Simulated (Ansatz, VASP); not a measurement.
**SnSe in VASP and in Ansatz**

File INCAR:

```
SYSTEM = SnSe
PREC = Accurate ; ENCUT = 500
EDIFF = 1E-6 ; ISMEAR = 0
SIGMA = 0.05 ; LREAL = .FALSE.
LASPH = .TRUE. ; NELM = 120
ALGO = Normal ; ISIF = 2
LWAVE = .FALSE. ; LCHARG = .FALSE.
NBANDS = 28 ; GGA_COMPAT = .FALSE.
```

Contents of KPOINTS:

```
Automatic mesh
0
G
  6 6 4
  0 0 0
```

The input POSCAR:

```
SnSe
1.0
    4.1898989379      0.0000000000      0.0000000000
    0.0000000000      4.1898989379      0.0000000000
    0.0000000000      0.0000000000     10.9796229414
Sn Se
2 2
Direct
    0.4746853042     -0.0253146958      0.3781633338
   -0.0253146958      0.4746853042      0.6218366662
    0.5000000000      0.0000000000      0.6217782129
    0.0000000000      0.5000000000      0.3782217871
```

Input for Ansatz:

```yaml
crystal:
  lattice:
    - [4.1898989379, 0.0, 0.0]
    - [0.0, 4.1898989379, 0.0]
    - [0.0, 0.0, 10.9796229414]
  atoms:
    - { symbol: Sn, position: [0.4746853042, -0.0253146958, 0.3781633338] }
    - { symbol: Sn, position: [-0.0253146958, 0.4746853042, 0.6218366662] }
    - { symbol: Se, position: [0.5, 0.0, 0.6217782129] }
    - { symbol: Se, position: [0.0, 0.5, 0.3782217871] }
basis:
  ecutwfc: 420
kpoints:
  mp_grid: { grid: [6, 6, 4] }
hamiltonian:
  xc: lda
scf:
  occupations: { method: gaussian, width: 0.05 }
output:
  forces: true
  stress: true
  eigenvalues: true
  write_density: true
  write_potential: true
  elf: true
  volumetric_format: npy
```

Change from the starting cell: all Sn atoms moved -0.150 Å, as atom 1 along Cartesian [1 1 0].

Alike in both runs: task single point; functional LDA; k mesh 6 × 6 × 4; occupations gaussian, width 0.05 eV; no spin polarisation.

|  | VASP | Ansatz |
| --- | --- | --- |
| version | VASP 6.6.1 | Ansatz 0.2.0 |
| potentials or method | VASP PAW LDA potentials, release 64 (Sn_d, Se), cutoff 500 eV | scalar-relativistic, plane waves, PAW |
| valence electrons in the cell | 40 | 60 |

```csv
,VASP,Ansatz,Ansatz less VASP
gap on the k mesh at the Fermi level (eV),1.48,1.50,+0.017
least direct gap on the mesh (eV),1.55,1.56,+0.016
rms of the force components (eV/Å),0.051,0.043,-0.0081
```

LDA's correlation is that of Perdew and Zunger in VASP and of Perdew and Wang (1992) in Ansatz. Atom by atom the forces differ by 0.014 eV/Å (rms over components). VASP's potentials hold 40 valence electrons a cell and Ansatz's 60, so a difference there can come from the potentials and not from the codes. Ansatz's warnings: xc potential rough in thin density.
